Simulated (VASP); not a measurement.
Here is a VASP 6.6.1 calculation.

The input INCAR:

```
SYSTEM = BN
  PREC = Accurate
  ENCUT = 520
  EDIFF = 1E-8
  ISMEAR = -1
  SIGMA = 0.02
  LREAL = .False.
  LASPH = .True.
  NELM = 100
  ALGO = Normal
  ISIF = 2
  LWAVE = .False.
  LCHARG = .False.
  GGA = CA
  LEFG = .True.
  NBANDS = 11
```

File KPOINTS:

```
Automatic mesh
0
Gamma
  11 11 11
  0 0 0
```

Contents of POSCAR:

```
BN
1.0
    0.0000000000      1.8075000000      1.8075000000
    1.8075000000      0.0000000000      1.8075000000
    1.8075000000      1.8075000000      0.0000000000
B N
1 1
Direct
    0.0000000000      0.0000000000      0.0000000000
    0.7500000000      0.7500000000      0.7500000000
```

Potentials or basis: VASP PAW LDA potentials, release 64 (B, N).

Command:

```bash
$ cat potpaw_LDA.64/B/POTCAR potpaw_LDA.64/N/POTCAR > POTCAR
$ mpirun -np 1 vasp_std > vasp.out
```

**Question.** Estimate the pressure.

**Answer.** -10.1 GPa.

**Question.** What does it give for the band gap on the k mesh?

**Answer.** 4.45 eV, indirect (least direct gap 8.68 eV).

Caveat: without QUAD_EFG the Cq values of the log hold for a quadrupole moment of 1 mb, not for the nuclei. LDA gaps usually lie below the measured ones, often by a third to a half.
